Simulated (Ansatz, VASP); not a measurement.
Two plane-wave programs on AlPt

The input POSCAR:

```
AlPt
1.0
    3.0915460000      0.0000000000      0.0000000000
    0.0000000000      3.0915460000      0.0000000000
    0.0000000000      0.0000000000      3.0915460000
Al Pt
1 1
Direct
    0.0000000000      0.0000000000      0.0000000000
    0.5000000000      0.5000000000      0.5000000000
```

File INCAR.step1:

```
PREC = Accurate
ENCUT = 520
ISMEAR = -1
SIGMA = 0.03
LREAL = False
LASPH = True
NELM = 100
NBANDS = 14
GGA = PE
ALGO = Normal
EDIFF = 1E-4
LWAVE = True
LCHARG = False
```

The input INCAR.step2:

```
PREC = Accurate
ENCUT = 520
EDIFF = 1E-8
ISMEAR = -1
SIGMA = 0.03
LREAL = False
LASPH = True
NELM = 100
ALGO = Normal
ISIF = 2
LWAVE = False
LCHARG = False
METAGGA = R2SCAN
LMIXTAU = True
LEFG = True
NBANDS = 14
ISTART = 1
```

The input KPOINTS:

```
regular mesh
0
Gamma
  11 11 11
```

Input for Ansatz:

```yaml
crystal:
  lattice:
    - [3.091546, 0.0, 0.0]
    - [0.0, 3.091546, 0.0]
    - [0.0, 0.0, 3.091546]
  atoms:
    - { symbol: Al, position: [0.0, 0.0, 0.0] }
    - { symbol: Pt, position: [0.5, 0.5, 0.5] }
kpoints:
  mp_grid: { grid: [11, 11, 11] }
  band_path:
    path:
      - [0.0, 0.0, 0.0]
      - [0.0, 0.5, 0.0]
      - [0.5, 0.5, 0.0]
      - [0.0, 0.0, 0.0]
      - [0.5, 0.5, 0.5]
      - [0.0, 0.5, 0.0]
      - [0.5, 0.5, 0.5]
      - [0.5, 0.5, 0.0]
    npoints: 8
scf:
  occupations: { method: fermi_dirac, width: 0.03 }
hamiltonian:
  xc: r2scan
  pseudopotentials: { kind: paw }
output:
  forces: true
  stress: true
  eigenvalues: true
  efg: { contact_densities: true }
  populations: true
  bader: true
  dos: { projected: true, de: 0.2, e_range: [-14, 8] }
```

Alike in both runs: task electric field gradients; functional r2SCAN; k mesh 11 × 11 × 11; occupations fermi-dirac, width 0.03 eV; no spin polarisation.

|  | VASP | Ansatz |
| --- | --- | --- |
| version | VASP 6.6.1 | Ansatz 0.2.0 |
| potentials or method | VASP PAW PBE potentials, release 64 (Al, Pt) | PAW with Ansatz's default frozen-core files, scalar-relativistic |
| plane-wave cutoff (eV) | 520 | 500 |
| valence electrons in the cell | 13 | 21 |

```csv
,VASP,Ansatz,Ansatz less VASP
pressure (GPa),-5.0,-4.8,+0.20
```

VASP's potentials were made for PBE, not for r2SCAN. VASP's potentials hold 13 valence electrons a cell and Ansatz's 21, so a difference there can come from the potentials and not from the codes.

Spin-orbit coupling is off throughout.
